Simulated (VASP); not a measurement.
Here is a VASP 6.6.1 calculation.

The input POSCAR:

```
BeTe
1.0
    3.3650594837      0.0000000000      0.0000000000
    0.0000000000      3.3650594837      0.0000000000
    0.0000000000      0.0000000000      3.3650594837
Be Te
1 1
Direct
    0.0000000000      0.0000000000      0.0000000000
    0.5000000000      0.5000000000      0.5000000000
```

INCAR.step1

```
SYSTEM = BeTe
ALGO     = Normal         ! electronic algorithm
EDIFF    = 1E-5           ! SCF threshold, eV
ENCUT    = 520            ! plane-wave cutoff, eV
GGA      = PE             ! functional
ISIF     = 2              ! what is computed and relaxed
ISMEAR   = -1             ! smearing method
LASPH    = .TRUE.         ! aspherical terms in the spheres
LREAL    = .FALSE.        ! projectors in reciprocal space
LWAVE    = .TRUE.         ! write WAVECAR
NBANDS   = 11             ! bands
NELM     = 60             ! most SCF steps
PREC     = Accurate       ! precision mode
SIGMA    = 0.02           ! smearing width, eV
```

The input INCAR.step2:

```
SYSTEM = BeTe
AEXX     = 0.1            ! exact-exchange fraction
ALGO     = Normal         ! electronic algorithm
EDIFF    = 1E-6           ! SCF threshold, eV
ENCUT    = 520            ! plane-wave cutoff, eV
GGA      = PE             ! functional
HFSCREEN = 0.3            ! screening, 1/A
ISIF     = 2              ! what is computed and relaxed
ISMEAR   = -1             ! smearing method
ISTART   = 1            
LASPH    = .TRUE.         ! aspherical terms in the spheres
LCHARG   = .TRUE.         ! write CHGCAR
LELF     = .TRUE.         ! ELF
LHFCALC  = .TRUE.         ! exact exchange
LREAL    = .FALSE.        ! projectors in reciprocal space
LVHAR    = .TRUE.       
LWAVE    = .FALSE.        ! write WAVECAR
NBANDS   = 11             ! bands
NELM     = 60             ! most SCF steps
PREC     = Accurate       ! precision mode
PRECFOCK = Normal       
SIGMA    = 0.02           ! smearing width, eV
```

File KPOINTS:

```
k-points
0
G
  4 4 4
  0 0 0
```

Potentials or basis: VASP PAW PBE potentials, release 64 (Be, Te).

Run with:

```sh
$ cat potpaw_PBE.64/Be/POTCAR potpaw_PBE.64/Te/POTCAR > POTCAR
$ cp INCAR.step1 INCAR
$ mpirun -np 1 vasp_std > vasp.out
$ cp INCAR.step2 INCAR
$ mpirun -np 1 vasp_std > vasp.out
```

(1) Estimate the band gap on the k mesh.

(2) Predict the pressure.

## Answers

(1) zero (bands 4 and 5 overlap by 2.22 eV).

(2) -1.9 GPa.

Caveat: the k points lie up to 0.47 Å⁻¹ apart, too coarse for converged energies and pressures of a metal; the structure was generated, so it needn't be the stable form of BeTe; the PAW data sets were made with another functional, which shifts forces and pressure a little; spin-orbit coupling is left out, which moves the levels of the heavy elements.
